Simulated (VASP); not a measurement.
# Sn (I4_1/amd) in VASP: a series of runs

Aim: see how the results for Sn move with the level of theory and the settings. Levels: PBE, LDA, r2SCAN. Tasks: single point.

Everything below comes from runs of VASP 6.6.1. Logs are shortened: lines on timing, memory, paths and dates and some standing lists are left out, and cuts for length are marked.

## 1. The cell of the first run

It takes space group I4_1/amd (No. 141, tetragonal). Conventional cell: a = 5.839 Å, b = 5.839 Å, c = 3.188 Å, α = 90.00°, β = 90.00°, γ = 90.00°. Sn (site symmetry -4m2) has 10 Sn at 3.03 to 3.77 Å within 4.0 Å.

## 2. Single point, PBE

Contents of INCAR:

```
SYSTEM = Sn
ALGO = Normal ; EDIFF = 1E-7
ENCUT = 520 ; GGA = PE
ISIF = 2 ; ISMEAR = 1
ISYM = 0 ; LASPH = .TRUE.
LCHARG = .FALSE. ; LREAL = .FALSE.
LWAVE = .FALSE. ; NBANDS = 21
NELM = 60 ; PREC = Accurate
SIGMA = 0.1
```

Contents of KPOINTS:

```
k-points
0
G
  9 9 6
  0 0 0
```

Contents of POSCAR:

```
Sn
1.0
   -2.9196440000      2.9196440000      1.5938000000
    2.9196440000     -2.9196440000      1.5938000000
    2.9196440000      2.9196440000     -1.5938000000
Sn
2
Direct
    0.0000000000      0.0000000000      0.0000000000
    0.7500000000      0.2500000000      0.5000000000
```

Potentials or basis: VASP PAW PBE potentials, release 64 (Sn_d).

Started as:

```
$ cat potpaw_PBE.64/Sn_d/POTCAR > POTCAR
$ mpirun -np 1 vasp_std > vasp.out
```

OUTCAR:

```text
SYSTEM = Sn
   EDIFF = 1E-7
   ENCUT = 520
   GGA = PE
   ISIF = 2
   ISMEAR = 1
   ISYM = 0
   LASPH = .TRUE.
   LREAL = .FALSE.
   NELM = 60
   PREC = Accurate

 ion  position               nearest neighbor table
   1  0.000  0.000  0.000-   2 3.03   2 3.03   2 3.03   2 3.03
   2  0.750  0.250  0.500-   1 3.03   1 3.03   1 3.03   1 3.03

IMPORTANT INFORMATION: All symmetrisations will be switched off!
NOSYMM: (Re-)initialisation of all symmetry stuff for point group C_1.

----------------------------------------------------------------------------------------

                                     Primitive cell

  volume of cell :      54.3443

  direct lattice vectors                    reciprocal lattice vectors
    -2.919644000  2.919644000  1.593800000     0.000000000  0.171253756  0.313715648
     2.919644000 -2.919644000  1.593800000     0.171253756  0.000000000  0.313715648
     2.919644000  2.919644000 -1.593800000     0.171253756  0.171253756  0.000000000

  length of vectors
     4.425928221  4.425928221  4.425928221     0.357414824  0.357414824  0.242189384

  position of ions in fractional coordinates (direct lattice)
     0.000000000  0.000000000  0.000000000
     0.750000000  0.250000000  0.500000000

  ion indices of the primitive-cell ions
   primitive index   ion index
                 1           1
                 2           2

----------------------------------------------------------------------------------------

 KPOINTS: k-points

Automatic generation of k-mesh.
 Grid dimensions read from file:
 generate k-points for:    9    9    6

 Generating k-lattice:

  Cartesian coordinates                     Fractional coordinates (reciprocal lattice)
     0.000000000  0.019028195  0.034857294     0.111111111  0.000000000 -0.000000000
     0.019028195  0.000000000  0.034857294     0.000000000  0.111111111 -0.000000000
     0.028542293  0.028542293  0.000000000     0.000000000  0.000000000  0.166666667

  Length of vectors
     0.039712758  0.039712758  0.040364897

  Shift w.r.t. Gamma in fractional coordinates (k-lattice)
     0.000000000  0.000000000  0.000000000

 -----------------------------------------------------------------------------
|                                                                             |
|           W    W    AA    RRRRR   N    N  II  N    N   GGGG   !!!           |
|           W    W   A  A   R    R  NN   N  II  NN   N  G    G  !!!           |
|           W    W  A    A  R    R  N N  N  II  N N  N  G       !!!           |
|           W WW W  AAAAAA  RRRRR   N  N N  II  N  N N  G  GGG   !            |
|           WW  WW  A    A  R   R   N   NN  II  N   NN  G    G                |
|           W    W  A    A  R    R  N    N  II  N    N   GGGG   !!!           |
|                                                                             |
|     Your reciprocal lattice and k-lattice belong to different lattice       |
|     classes:                                                                |
|                                                                             |
|        The reciprocal lattice is body-centered tetragonal,                  |
|        whereas your k-lattice is base-centered monoclinic.                  |
|                                                                             |
|     Results are often still useful ...                                      |
|                                                                             |
 -----------------------------------------------------------------------------

 WARNING: IBZKPT: internal override: KBLOWUP is changed to .FALSE.
      ... skipping the blow-up phase ...

 Subroutine IBZKPT returns following result:
 ===========================================

 Found    244 irreducible k-points:

 Following reciprocal coordinates:
            Coordinates               Weight
  0.000000  0.000000  0.000000      1.000000
  0.111111 -0.000000  0.000000      2.000000
  0.222222  0.000000  0.000000      2.000000
  0.333333  0.000000  0.000000      2.000000
  0.444444  0.000000  0.000000      2.000000
 -0.000000  0.111111  0.000000      2.000000
[... 16 lines left out ...]
 -0.111111  0.222222  0.000000      2.000000
  0.000000  0.333333  0.000000      2.000000
 [... further k-points ...]
   k-points           NKPTS =    244   k-points in BZ     NKDIM =    244   number of bands    NBANDS=     21
   number of dos      NEDOS =    301   number of ions     NIONS =      2
   total plane-waves  NPLWV =  46656
   dimension x,y,z NGX =    36 NGY =   36 NGZ =   36
   dimension x,y,z NGXF=    72 NGYF=   72 NGZF=   72
   ions per type =               2
   NGX,Y,Z   is equivalent  to a cutoff of  13.52, 13.52, 13.52 a.u.
   NGXF,Y,Z  is equivalent  to a cutoff of  27.04, 27.04, 27.04 a.u.
 SYSTEM =  Sn
   PREC   = accura    normal or accurate (medium, high low for compatibility)
   ISTART =      0    job   : 0-new  1-cont  2-samecut
   ICHARG =      2    charge: 1-file 2-atom 10-const
   ISPIN  =      1    spin polarized calculation?
   LNONCOLLINEAR =      F non collinear calculations
   LSORBIT =      F    spin-orbit coupling
   LASPH  =      T    aspherical Exc in radial PAW
   ENCUT  =  520.0 eV  38.22 Ry    6.18 a.u.   8.23  8.23  8.23*2*pi/ulx,y,z
   NELM   =     60;   NELMIN=  2; NELMDL= -5     # of ELM steps
   EDIFF  = 0.1E-06   stopping-criterion for ELM
   LREAL  =      F    real-space projection
   EDIFFG = 0.1E-05   stopping-criterion for IOM
   NSW    =      0    number of steps for IOM
   IBRION =     -1    ionic relax: 0-MD 1-quasi-New 2-CG
   NFREE  =      0    steps in history (QN), initial steepest desc. (CG)
   ISIF   =      2    stress and relaxation
   ISYM   =      0    0-nonsym 1-usesym 2-fastsym
   POTIM  = 0.5000    time-step for ionic-motion
   TEBEG  =    0.0;   TEEND  =   0.0 temperature during run
   PSTRESS=    0.0 pullay stress
   NELECT =      28.0000    total number of electrons
   NUPDOWN=      -1.0000    fix difference up-down
   EMIN   =  10.00;   EMAX   =-10.00  energy-range for DOS
   EFERMI =   0.00;   METHOD = LEGACY
   ISMEAR =     1;   SIGMA  =   0.10  broadening in eV -4-tet -1-fermi 0-gaus
   EFERMI_NEDOS =   21; number of points for ismear=-14 and -15
   IALGO  =     38    algorithm
   IMIX   =      4    mixing-type and parameters
     AMIX     =   0.40;   BMIX     =  1.00
     AMIX_MAG =   1.60;   BMIX_MAG =  1.00
  volume/ion in A,a.u.               =      27.17       183.37
  Fermi-wavevector in a.u.,A,eV,Ry     =   1.312430  2.480134 23.435678  1.722474
  Thomas-Fermi vector in A             =   2.442823
   LORBIT       =      0    0 simple, 1 ext, 2 COOP (PROOUT), +10 PAW based schemes
   GGA     = PE    functional components
   LHFCALC =     F    Hartree Fock is set to
   AEXX    =    0.0000 exact exchange contribution
   IVDW    =     0    specifies the selected vdW correction
   LEPSILON=     F    determine dielectric tensor
   LRPA    =     F    only Hartree local field effects (RPA)
 non-spin polarized calculation
 Methfessel and Paxton  Order N= 1 SIGMA  =   0.10
  energy-cutoff  :      520.00
  volume of cell :       54.34
 maximum number of plane-waves:      1484
 NGX is ok and might be reduce to    36
   NGX = 17   NGY = 17   NGZ = 17

 number of electron      27.9999999 magnetization

 Free energy of the ion-electron system (eV)
  ---------------------------------------------------
  ext. energy  EPLUGINS =         0.00000000
  ---------------------------------------------------
  free energy    TOTEN  =        -7.58397504 eV

  energy without entropy =       -7.58390923  energy(sigma->0) =       -7.58395310

 E-fermi :   8.0475     XC(G=0): -10.2990

 val. band max:        8.0434362618   @ k =  -0.2222  -0.1111   0.1667
 cond. band min:       8.0550673318   @ k =   0.3333  -0.3333   0.1667
 fundamental gap:      0.0116310700
 Fermi energy:         8.0475114652

 k-point     1 :       0.0000    0.0000    0.0000
  band No.  band energies     occupation
      1     -13.6957      2.00000
      2     -13.6107      2.00000
      3     -13.5696      2.00000
      4     -13.5561      2.00000
      5     -13.4102      2.00000
      6     -13.4092      2.00000
[... 13 lines left out ...]
     20      17.8285      0.00000
     21      18.4862      0.00000

 k-point     2 :       0.1111   -0.0000    0.0000
  band No.  band energies     occupation
      1     -13.6880      2.00000
      2     -13.5871      2.00000
      3     -13.5608      2.00000
      4     -13.5291      2.00000
      5     -13.4258      2.00000
      6     -13.4216      2.00000
[... 13 lines left out ...]
     20      16.8575      0.00000
     21      16.9490      0.00000

 k-point     3 :       0.2222    0.0000    0.0000
  band No.  band energies     occupation
      1     -13.6665      2.00000
      2     -13.5388      2.00000
      3     -13.5369      2.00000
      4     -13.4877      2.00000
      5     -13.4568      2.00000
      6     -13.4194      2.00000
[... 13 lines left out ...]
     20      15.4024      0.00000
     21      16.4606      0.00000

 k-point     4 :       0.3333    0.0000    0.0000
  band No.  band energies     occupation
      1     -13.6418      2.00000
      2     -13.5225      2.00000
      3     -13.5133      2.00000
      4     -13.5021      2.00000
      5     -13.4763      2.00000
      6     -13.4403      2.00000
[... 13 lines left out ...]
     20      14.6066      0.00000
     21      17.4491      0.00000

 k-point     5 :       0.4444    0.0000    0.0000
  band No.  band energies     occupation
      1     -13.6240      2.00000
      2     -13.5433      2.00000
      3     -13.5308      2.00000
      4     -13.4963      2.00000
      5     -13.4648      2.00000
      6     -13.4554      2.00000
[... 13 lines left out ...]
     20      16.7678      0.00000
     21      18.2383      0.00000
[... 382 lines left out ...]
     20      17.8799      0.00000
     21      18.6722      0.00000

 k-point    22 :      -0.2222    0.2222    0.0000
  band No.  band energies     occupation
      1     -13.6562      2.00000
      2     -13.6166      2.00000
      3     -13.5783      2.00000
      4     -13.5367      2.00000
      5     -13.4300      2.00000
      6     -13.3914      2.00000
[... 13 lines left out ...]
     20      17.9172      0.00000
     21      18.0430      0.00000

 k-point    23 :      -0.1111    0.2222    0.0000
  band No.  band energies     occupation
      1     -13.6694      2.00000
      2     -13.5914      2.00000
      3     -13.5463      2.00000
      4     -13.5427      2.00000
      5     -13.4279      2.00000
      6     -13.4106      2.00000
[... 13 lines left out ...]
     20      17.0599      0.00000
     21      17.5493      0.00000

 k-point    24 :       0.0000    0.3333    0.0000
  band No.  band energies     occupation
      1     -13.6418      2.00000
      2     -13.5225      2.00000
      3     -13.5133      2.00000
      4     -13.5021      2.00000
      5     -13.4763      2.00000
      6     -13.4403      2.00000
[... 13 lines left out ...]
     20      14.6066      0.00000
     21      17.4491      0.00000

 [... further k-points ...]

------------------------ aborting loop because EDIFF is reached ----------------------------------------

  FORCE on cell =-STRESS in cart. coord.  units (eV):
  Direction    XX          YY          ZZ          XY          YZ          ZX
  --------------------------------------------------------------------------------------
  -------------------------------------------------------------------------------------
  Total        0.7738975      0.7738972      0.8746535     -0.0249417      0.0297353      0.0297354
  in kB       22.8160486     22.8160376     25.7865356     -0.7353299      0.8766560      0.8766581
  external PRESSURE =      23.8062073 kB  Pullay stress =       0.0000000 kB

 VOLUME and BASIS-vectors are now :
 -----------------------------------------------------------------------------
  energy-cutoff  :      520.00
  volume of cell :       54.34
      direct lattice vectors                 reciprocal lattice vectors
    -2.919644000  2.919644000  1.593800000     0.000000000  0.171253756  0.313715648
     2.919644000 -2.919644000  1.593800000     0.171253756  0.000000000  0.313715648
     2.919644000  2.919644000 -1.593800000     0.171253756  0.171253756  0.000000000

 POSITION                                       TOTAL-FORCE (eV/Angst)
 -----------------------------------------------------------------------------------
      0.00000      0.00000      0.00000         0.014000     -0.014000      0.000000
      0.00000      2.91964      0.79690        -0.014000      0.014000     -0.000000
 -----------------------------------------------------------------------------------
    total drift:                                0.000001     -0.000001     -0.000000

  FREE ENERGIE OF THE ION-ELECTRON SYSTEM (eV)
  ---------------------------------------------------
  free  energy   TOTEN  =        -7.5839750403 eV

  energy  without entropy=       -7.5839092301  energy(sigma->0) =       -7.58395310
```

Run time: 5.3 min. Hardware: 1 thread of Intel Xeon 8259CL, shared host; peak memory 0.36 GiB.

What came out:

* Free energy: -7.5840 eV
* Pressure: 2.4 GPa
* Largest force: 0.020 eV/Å
* Band gap on the k mesh: zero (bands 14 and 15 overlap by 4.39 eV)

Forces on the atoms (eV/Å):
```
Sn   0.014 -0.014  0.000
Sn  -0.014  0.014  0.000
```

Levels at points of the mesh, in eV from the Fermi level:
```csv
k point,band 11,band 12,band 13,band 14,band 15,band 16,band 17,band 18
"(0.00, 0.00, 0.00)",-11.21,-3.70,-2.05,-2.05,2.90,6.15,6.15,6.72
"(0.00, 0.00, 0.50)",-8.97,-8.97,0.52,0.52,1.51,1.51,5.89,5.89
```

Caveat: spin-orbit coupling is left out, which moves the levels of the heavy elements.

## 3. Single point, LDA

Contents of INCAR:

```
SYSTEM = Sn
PREC = Accurate ; ENCUT = 520
EDIFF = 1E-6 ; ISMEAR = 1
SIGMA = 0.1 ; LREAL = .False.
LASPH = .True. ; NELM = 100
ALGO = Normal ; ISIF = 2
LWAVE = .False. ; LCHARG = .False.
NBANDS = 21 ; ISYM = 0
```

Contents of KPOINTS:

```
Automatic mesh
0
Gamma
  9 9 6
  0 0 0
```

POSCAR is that of step 2.

Potentials or basis: VASP PAW LDA potentials, release 64 (Sn_d).

Started as:

```
$ cat potpaw_LDA.64/Sn_d/POTCAR > POTCAR
$ mpirun -np 1 vasp_std > vasp.out
```

Wall time 4.3 min (1 thread of Intel Xeon 8259CL, shared host); peak memory 0.33 GiB.

The run converged. Its results:

| Property | Result |
| --- | --- |
| Free energy | -8.9574 eV |
| Pressure | -2.0 GPa |
| Largest force | 0.021 eV/Å |
| Band gap on the k mesh | zero (bands 14 and 15 overlap by 4.35 eV) |

Forces in eV/Å, atoms in the order of the input:
```
Sn   0.015 -0.015  0.000
Sn  -0.015  0.015  0.000
```

Stress tensor (GPa, compression positive):
```
-2.20 -0.11  0.09
-0.11 -2.20  0.09
 0.09  0.09 -1.65
```

Levels at points of the mesh, in eV from the Fermi level:
| k point | band 10 | band 11 | band 12 | band 13 | band 14 | band 15 | band 16 | band 17 | band 18 | band 19 |
| --- | --- | --- | --- | --- | --- | --- | --- | --- | --- | --- |
| (0.00, 0.00, 0.00) | -21.13 | -11.22 | -3.79 | -2.04 | -2.04 | 3.01 | 6.09 | 6.09 | 6.65 | 6.73 |
| (0.00, 0.00, 0.50) | -21.26 | -8.98 | -8.98 | 0.53 | 0.53 | 1.50 | 1.50 | 5.84 | 5.84 | 9.51 |

Caveat: spin-orbit coupling is left out, which moves the levels of the heavy elements.

## 4. Single point, r2SCAN

POSCAR is that of step 3.

Contents of INCAR.step1:

```
ALGO     = Normal         # electronic algorithm
EDIFF    = 1E-4           # SCF threshold, eV
ENCUT    = 520            # plane-wave cutoff, eV
GGA      = PE             # functional
ISMEAR   = 1              # smearing method
ISYM     = 0            
LASPH    = True           # aspherical terms in the spheres
LCHARG   = False          # write CHGCAR
LREAL    = False          # projectors in reciprocal space
LWAVE    = True           # write WAVECAR
NBANDS   = 21             # bands
NELM     = 60             # most SCF steps
PREC     = Accurate       # precision mode
SIGMA    = 0.1            # smearing width, eV
```

Contents of INCAR.step2:

```
ALGO     = Normal         # electronic algorithm
EDIFF    = 1E-6           # SCF threshold, eV
ENCUT    = 520            # plane-wave cutoff, eV
ISIF     = 2              # what is computed and relaxed
ISMEAR   = 1              # smearing method
ISTART   = 1            
ISYM     = 0            
LASPH    = True           # aspherical terms in the spheres
LCHARG   = True           # write CHGCAR
LELF     = True           # ELF
LMIXTAU  = True         
LREAL    = False          # projectors in reciprocal space
LVHAR    = True         
LWAVE    = False          # write WAVECAR
METAGGA  = R2SCAN         # meta-GGA
NBANDS   = 21             # bands
NELM     = 60             # most SCF steps
PREC     = Accurate       # precision mode
SIGMA    = 0.1            # smearing width, eV
```

Contents of KPOINTS:

```
k-points
0
Gamma
  9 9 6
```

Potentials or basis: VASP PAW PBE potentials, release 64 (Sn_d).

Started as:

```
$ cat potpaw_PBE.64/Sn_d/POTCAR > POTCAR
$ cp INCAR.step1 INCAR
$ mpirun -np 1 vasp_std > vasp.out
$ cp INCAR.step2 INCAR
$ mpirun -np 1 vasp_std > vasp.out
```

It took 13 min on 1 thread of Intel Xeon 8259CL, shared host; peak memory 0.37 GiB.

Results (log left out):

```yaml
Free_energy: -49.2312 eV
Pressure: 0.9 GPa
Largest_force: 0.022 eV/Å
Band_gap_on_the_k_mesh: zero (bands 14 and 15 overlap by 4.63 eV)
```

Forces on the atoms (eV/Å):
```
Sn   0.016 -0.016  0.000
Sn  -0.016  0.016  0.000
```

Stress tensor (GPa, compression positive):
```
 0.72 -0.09  0.14
-0.09  0.72  0.14
 0.14  0.14  1.34
```

Levels at points of the mesh, in eV from the Fermi level:
| k point | band 12 | band 13 | band 14 | band 15 | band 16 | band 17 |
| --- | --- | --- | --- | --- | --- | --- |
| (0.00, 0.00, 0.00) | -3.72 | -2.24 | -2.23 | 3.28 | 6.48 | 6.48 |
| (0.00, 0.00, 0.50) | -9.38 | 0.48 | 0.48 | 1.74 | 1.74 | 6.29 |

Caveat: the PAW data sets were made with another functional, which shifts forces and pressure a little; spin-orbit coupling is left out, which moves the levels of the heavy elements.

## 5. Overview

```csv
level,potentials or basis,gap on the mesh (eV),pressure (GPa),largest force (eV/Å)
PBE,"VASP PAW PBE potentials, release 64 (Sn_d)",none,2.4,0.02
LDA,"VASP PAW LDA potentials, release 64 (Sn_d)",none,-2.0,0.02
r2SCAN,"VASP PAW PBE potentials, release 64 (Sn_d)",none,0.9,0.02
```

Alike in all rows: task single point; no spin polarisation; cell as given; k mesh 9 × 9 × 6; cutoff (eV) 520; smearing methfessel-paxton 0.1 eV.

Caveats: spin-orbit coupling is left out, which moves the levels of the heavy elements; the PAW data sets were made with another functional, which shifts forces and pressure a little (at least some runs).

Total energies depend on the potentials used, so only differences within one code and one set of settings carry meaning.

The gap in the log of VASP goes by the Fermi energy; the results here count the filled bands.